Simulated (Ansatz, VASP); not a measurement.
One calculation of RbAl2, two programs

```
CELL_PARAMETERS angstrom
4.53837 0.00000 0.00000
-2.26918 3.93034 0.00000
0.00000 0.00000 5.95531
ATOMIC_POSITIONS crystal
Rb 0.00000 0.00000 0.00000
Al 0.33333 0.66667 0.50000
Al 0.66667 0.33333 0.50000
```

Change from the starting cell: species swapped into the CeCd2 type (P6/mmm, No. 191).

Alike in both runs: functional PBE; k mesh 12 × 12 × 8; occupations gaussian, width 0.1 eV; no spin polarisation.

Ansatz relaxed the structure, and its values are those at the end. VASP's run is a single point on that final structure, the one shown.

|  | VASP | Ansatz |
| --- | --- | --- |
| version | VASP 6.6.1 | Ansatz 0.2.0 |
| potentials or method | VASP PAW PBE potentials, release 64 (Rb_sv, Al), cutoff 520 eV | scalar-relativistic, plane waves, PAW |
| valence electrons in the cell | 15 | 15 |

```tsv
	VASP	Ansatz	Ansatz less VASP
gap on the k mesh at the Fermi level (eV)	none	none	-
pressure (GPa)	0.0	0.0	0.00
```

A gap of «none» marks a metal or a gap that the smearing closes.
